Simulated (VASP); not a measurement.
# Rb (I4/mmm) in VASP: single point with PBEsol

Aim: the single point of Rb with PBEsol.

Everything below comes from runs of VASP 6.6.1. Logs are shortened: lines on timing, memory, paths and dates and some standing lists are left out, and cuts for length are marked.

### 1 The cell of the first run

Symmetry: I4/mmm, No. 139, tetragonal system. Conventional cell: a = 5.683 Å, b = 5.683 Å, c = 5.505 Å, α = 90.00°, β = 90.00°, γ = 90.00°.

### 2 Single point, PBEsol (biaxial strain in the a-b plane: +2.0 %)

Contents of INCAR:

```
SYSTEM = Rb
ALGO     = Fast           ! electronic algorithm
EDIFF    = 1E-6           ! SCF threshold, eV
ENCUT    = 520            ! plane-wave cutoff, eV
GGA      = PS             ! functional
ISIF     = 2              ! what is computed and relaxed
ISMEAR   = 0              ! smearing method
LASPH    = .True.         ! aspherical terms in the spheres
LCHARG   = .True.         ! write CHGCAR
LELF     = .True.         ! ELF
LREAL    = .False.        ! projectors in reciprocal space
LVHAR    = .True.       
LWAVE    = .False.        ! write WAVECAR
NBANDS   = 16             ! bands
NELM     = 60             ! most SCF steps
PREC     = Accurate       ! precision mode
SIGMA    = 0.1            ! smearing width, eV
```

Contents of KPOINTS:

```
k-points
0
Gamma
  10 10 10
  0 0 0
```

Contents of POSCAR:

```
Rb
1.0
    5.6832850857      0.0000000000      0.0000000000
    0.0000000000      5.6832850857      0.0000000000
    0.0000000000      0.0000000000      5.5049859457
Rb
2
Direct
    0.0000000000      0.0000000000      0.0000000000
    0.5000000000      0.5000000000      0.5000000000
```

Potentials or basis: VASP PAW PBE potentials, release 64 (Rb_sv).

On the command line:

```bash
$ cat potpaw_PBE.64/Rb_sv/POTCAR > POTCAR
$ mpirun -np 1 vasp_std > vasp.out
```

OUTCAR:

```text
SYSTEM = Rb
   EDIFF = 1E-6
   ENCUT = 520
   GGA = PS
   ISIF = 2
   ISMEAR = 0
   LASPH = .True.
   LREAL = .False.
   NELM = 60
   PREC = Accurate

 ion  position               nearest neighbor table
   1  0.000  0.000  0.000-   2 4.87   2 4.87   2 4.87   2 4.87   2 4.87   2 4.87   2 4.87   2 4.87

   2  0.500  0.500  0.500-   1 4.87   1 4.87   1 4.87   1 4.87   1 4.87   1 4.87   1 4.87   1 4.87

  LATTYP: Found a simple tetragonal cell.
 ALAT       =     5.6832850857
 C/A-ratio  =     0.9686274510

  Lattice vectors:

 A1 = (   5.6832850857,   0.0000000000,   0.0000000000)
 A2 = (   0.0000000000,   5.6832850857,   0.0000000000)
 A3 = (   0.0000000000,   0.0000000000,   5.5049859457)

Analysis of symmetry for initial positions (statically):
=====================================================================
 Subroutine PRICEL returns following result:

  LATTYP: Found a body centered tetragonal cell.
 ALAT       =     5.6832850857
 C/A-ratio  =     0.9686274510

  Lattice vectors:

 A1 = (  -2.8416425428,  -2.8416425428,  -2.7524929728)
 A2 = (   2.8416425428,   2.8416425428,  -2.7524929728)
 A3 = (   2.8416425428,  -2.8416425429,   2.7524929728)

   2 primitive cells build up your supercell.

 Routine SETGRP: Setting up the symmetry group for a
 simple tetragonal supercell.

 Subroutine GETGRP returns: Found 16 space group operations
 (whereof 16 operations were pure point group operations)
 out of a pool of 16 trial point group operations.

The static configuration has the point symmetry D_4h.

Analysis of symmetry for dynamics (positions and initial velocities):
=====================================================================
 Subroutine PRICEL returns following result:

  LATTYP: Found a body centered tetragonal cell.
 ALAT       =     5.6832850857
 C/A-ratio  =     0.9686274510

  Lattice vectors:

 A1 = (  -2.8416425428,  -2.8416425428,  -2.7524929728)
 A2 = (   2.8416425428,   2.8416425428,  -2.7524929728)
 A3 = (   2.8416425428,  -2.8416425429,   2.7524929728)

   2 primitive cells build up your supercell.

 Routine SETGRP: Setting up the symmetry group for a
 simple tetragonal supercell.

 Subroutine GETGRP returns: Found 16 space group operations
 (whereof 16 operations were pure point group operations)
 out of a pool of 16 trial point group operations.

The dynamic configuration has the point symmetry D_4h.

 Subroutine INISYM returns: Found 16 space group operations
 (whereof 16 operations are pure point group operations),
 and found     2 'primitive' translations

----------------------------------------------------------------------------------------

                                     Primitive cell

  volume of cell :      88.9048

  direct lattice vectors                    reciprocal lattice vectors
    -2.841642543 -2.841642543 -2.752492973    -0.000000000 -0.175954573 -0.181653506
     2.841642543  2.841642543 -2.752492973     0.175954573  0.000000000 -0.181653506
     2.841642543 -2.841642543  2.752492973     0.175954573 -0.175954573  0.000000000

  length of vectors
     4.870942645  4.870942645  4.870942645     0.252899205  0.252899205  0.248837343

  position of ions in fractional coordinates (direct lattice)
     0.000000000  0.000000000  0.000000000

  ion indices of the primitive-cell ions
   primitive index   ion index
                 1           1

----------------------------------------------------------------------------------------

 KPOINTS: k-points

Automatic generation of k-mesh.
 Grid dimensions read from file:
 generate k-points for:   10   10   10

 Generating k-lattice:

  Cartesian coordinates                     Fractional coordinates (reciprocal lattice)
     0.017595457  0.000000000  0.000000000     0.100000000  0.000000000  0.000000000
     0.000000000  0.017595457  0.000000000     0.000000000  0.100000000  0.000000000
     0.000000000  0.000000000  0.018165351     0.000000000  0.000000000  0.100000000

  Length of vectors
     0.017595457  0.017595457  0.018165351

  Shift w.r.t. Gamma in fractional coordinates (k-lattice)
     0.000000000  0.000000000  0.000000000

 Subroutine IBZKPT returns following result:
 ===========================================

 Found    126 irreducible k-points:

 Following reciprocal coordinates:
            Coordinates               Weight
  0.000000  0.000000  0.000000      1.000000
  0.100000  0.000000  0.000000      4.000000
  0.200000  0.000000  0.000000      4.000000
  0.300000  0.000000  0.000000      4.000000
  0.400000  0.000000  0.000000      4.000000
  0.500000  0.000000  0.000000      2.000000
[... 16 lines left out ...]
  0.100000  0.000000  0.100000      8.000000
  0.200000  0.000000  0.100000      8.000000
 [... further k-points ...]
   k-points           NKPTS =    126   k-points in BZ     NKDIM =    126   number of bands    NBANDS=     16
   number of dos      NEDOS =    301   number of ions     NIONS =      2
   total plane-waves  NPLWV =  74088
   dimension x,y,z NGX =    42 NGY =   42 NGZ =   42
   dimension x,y,z NGXF=    84 NGYF=   84 NGZF=   84
   ions per type =               2
   NGX,Y,Z   is equivalent  to a cutoff of  12.29, 12.29, 12.68 a.u.
   NGXF,Y,Z  is equivalent  to a cutoff of  24.57, 24.57, 25.37 a.u.
 SYSTEM =  Rb
   PREC   = accura    normal or accurate (medium, high low for compatibility)
   ISTART =      0    job   : 0-new  1-cont  2-samecut
   ICHARG =      2    charge: 1-file 2-atom 10-const
   ISPIN  =      1    spin polarized calculation?
   LNONCOLLINEAR =      F non collinear calculations
   LSORBIT =      F    spin-orbit coupling
   LASPH  =      T    aspherical Exc in radial PAW
   ENCUT  =  520.0 eV  38.22 Ry    6.18 a.u.  10.57 10.57 10.24*2*pi/ulx,y,z
   NELM   =     60;   NELMIN=  2; NELMDL= -5     # of ELM steps
   EDIFF  = 0.1E-05   stopping-criterion for ELM
   LREAL  =      F    real-space projection
[... 7 lines left out ...]
   TEBEG  =    0.0;   TEEND  =   0.0 temperature during run
   PSTRESS=    0.0 pullay stress
   NELECT =      18.0000    total number of electrons
   NUPDOWN=      -1.0000    fix difference up-down
   EMIN   =  10.00;   EMAX   =-10.00  energy-range for DOS
   EFERMI =   0.00;   METHOD = LEGACY
   ISMEAR =     0;   SIGMA  =   0.10  broadening in eV -4-tet -1-fermi 0-gaus
   EFERMI_NEDOS =   21; number of points for ismear=-14 and -15
   IALGO  =     68    algorithm
   IMIX   =      4    mixing-type and parameters
     AMIX     =   0.40;   BMIX     =  1.00
     AMIX_MAG =   1.60;   BMIX_MAG =  1.00
  volume/ion in A,a.u.               =      88.90       599.96
  Fermi-wavevector in a.u.,A,eV,Ry     =   0.762981  1.441826  7.920505  0.582141
  Thomas-Fermi vector in A             =   1.862563
   LORBIT       =      0    0 simple, 1 ext, 2 COOP (PROOUT), +10 PAW based schemes
   GGA     = PS    functional components
   LHFCALC =     F    Hartree Fock is set to
   AEXX    =    0.0000 exact exchange contribution
   IVDW    =     0    specifies the selected vdW correction
   LEPSILON=     F    determine dielectric tensor
   LRPA    =     F    only Hartree local field effects (RPA)
 non-spin polarized calculation
 RMM-DIIS sequential band-by-band and
 Gauss-broadening in eV      SIGMA  =   0.10
  energy-cutoff  :      520.00
  volume of cell :      177.81
 maximum number of plane-waves:      4833
   NGX = 21   NGY = 21   NGZ = 21

 number of electron      18.0000000 magnetization

 Free energy of the ion-electron system (eV)
  ---------------------------------------------------
  ext. energy  EPLUGINS =         0.00000000
  ---------------------------------------------------
  free energy    TOTEN  =        -2.05168827 eV

  energy without entropy =       -2.04247694  energy(sigma->0) =       -2.04708261

 E-fermi :   0.0084     XC(G=0):  -5.5791

 val. band max:       -0.0157421635   @ k =   0.5000   0.2000   0.3000
 cond. band min:       0.0180070619   @ k =   0.5000   0.4000   0.0000
 fundamental gap:      0.0337492254
 Fermi energy:         0.0084411494

 k-point     1 :       0.0000    0.0000    0.0000
  band No.  band energies     occupation
      1     -28.8469      2.00000
      2     -28.8385      2.00000
      3     -12.9683      2.00000
      4     -12.9683      2.00000
      5     -12.9617      2.00000
      6     -12.8914      2.00000
[... 8 lines left out ...]
     15       3.5974      0.00000
     16       3.7587      0.00000

 k-point     2 :       0.1000    0.0000    0.0000
  band No.  band energies     occupation
      1     -28.8467      2.00000
      2     -28.8387      2.00000
      3     -12.9678      2.00000
      4     -12.9663      2.00000
      5     -12.9599      2.00000
      6     -12.8948      2.00000
[... 8 lines left out ...]
     15       3.5277      0.00000
     16       3.7770      0.00000

 k-point     3 :       0.2000    0.0000    0.0000
  band No.  band energies     occupation
      1     -28.8461      2.00000
      2     -28.8392      2.00000
      3     -12.9662      2.00000
      4     -12.9606      2.00000
      5     -12.9547      2.00000
      6     -12.9041      2.00000
[... 8 lines left out ...]
     15       3.3759      0.00000
     16       3.5522      0.00000

 k-point     4 :       0.3000    0.0000    0.0000
  band No.  band energies     occupation
      1     -28.8451      2.00000
      2     -28.8401      2.00000
      3     -12.9624      2.00000
      4     -12.9518      2.00000
      5     -12.9466      2.00000
      6     -12.9174      2.00000
[... 8 lines left out ...]
     15       3.2996      0.00000
     16       3.3172      0.00000

 k-point     5 :       0.4000    0.0000    0.0000
  band No.  band energies     occupation
      1     -28.8438      2.00000
      2     -28.8412      2.00000
      3     -12.9555      2.00000
      4     -12.9408      2.00000
      5     -12.9366      2.00000
      6     -12.9319      2.00000
[... 8 lines left out ...]
     15       3.2112      0.00000
     16       3.2696      0.00000

 k-point     6 :       0.5000    0.0000    0.0000
  band No.  band energies     occupation
      1     -28.8425      2.00000
      2     -28.8425      2.00000
      3     -12.9452      2.00000
      4     -12.9452      2.00000
      5     -12.9289      2.00000
      6     -12.9289      2.00000
[... 8 lines left out ...]
     15       3.2071      0.00000
     16       3.2071      0.00000
[... 267 lines left out ...]
 k-point    21 :       0.5000    0.5000    0.0000
  band No.  band energies     occupation
      1     -28.8423      2.00000
      2     -28.8423      2.00000
      3     -12.9963      2.00000
      4     -12.9963      2.00000
      5     -12.9244      2.00000
      6     -12.9244      2.00000
[... 8 lines left out ...]
     15       4.2290      0.00000
     16       4.2290      0.00000

 k-point    22 :       0.0000    0.0000    0.1000
  band No.  band energies     occupation
      1     -28.8467      2.00000
      2     -28.8387      2.00000
      3     -12.9662      2.00000
      4     -12.9662      2.00000
      5     -12.9620      2.00000
      6     -12.8953      2.00000
[... 8 lines left out ...]
     15       3.6328      0.00000
     16       3.6739      0.00000

 k-point    23 :       0.1000    0.0000    0.1000
  band No.  band energies     occupation
      1     -28.8465      2.00000
      2     -28.8389      2.00000
      3     -12.9687      2.00000
      4     -12.9644      2.00000
      5     -12.9575      2.00000
      6     -12.9017      2.00000
[... 8 lines left out ...]
     15       3.5584      0.00000
     16       3.5803      0.00000

 k-point    24 :       0.2000    0.0000    0.1000
  band No.  band energies     occupation
      1     -28.8459      2.00000
      2     -28.8394      2.00000
      3     -12.9702      2.00000
      4     -12.9589      2.00000
      5     -12.9495      2.00000
      6     -12.9132      2.00000
[... 8 lines left out ...]
     15       3.3045      0.00000
     16       3.7147      0.00000

 [... further k-points ...]
[... 5 lines left out ...]
  --------------------------------------------------------------------------------------
  -------------------------------------------------------------------------------------
  Total       -0.0879440     -0.0879440     -0.0927220      0.0000000      0.0000000      0.0000000
  in kB       -0.7924312     -0.7924312     -0.8354844      0.0000000      0.0000000      0.0000000
  external PRESSURE =      -0.8067822 kB  Pullay stress =       0.0000000 kB

 VOLUME and BASIS-vectors are now :
 -----------------------------------------------------------------------------
  energy-cutoff  :      520.00
  volume of cell :      177.81
      direct lattice vectors                 reciprocal lattice vectors
     5.683285086  0.000000000  0.000000000     0.175954573  0.000000000  0.000000000
     0.000000000  5.683285086  0.000000000     0.000000000  0.175954573  0.000000000
     0.000000000  0.000000000  5.504985946     0.000000000  0.000000000  0.181653506

 POSITION                                       TOTAL-FORCE (eV/Angst)
 -----------------------------------------------------------------------------------
      0.00000      0.00000      0.00000        -0.000000      0.000000      0.000000
      2.84164      2.84164      2.75249         0.000000      0.000000     -0.000000
 -----------------------------------------------------------------------------------
    total drift:                                0.000000     -0.000000     -0.000000

  FREE ENERGIE OF THE ION-ELECTRON SYSTEM (eV)
  ---------------------------------------------------
  free  energy   TOTEN  =        -2.0516882709 eV

  energy  without entropy=       -2.0424769448  energy(sigma->0) =       -2.04708261
```

Wall time 3.8 min (1 thread of Intel Xeon Platinum 8124M at 3.00GHz (Skylake/Cascade Lake), shared host); peak memory 0.44 GiB.

Results:

```
Free energy            : -2.0517 eV
Pressure               : -0.1 GPa
Band gap on the k mesh : zero (bands 9 and 10 overlap by 1.94 eV)
```

Caveat: the cell differs from its parent crystal (biaxial strain in the a-b plane: +2.0 %); the PAW data sets were made with another functional, which shifts forces and pressure a little.

The gap in the log of VASP goes by the Fermi energy; the results here count the filled bands.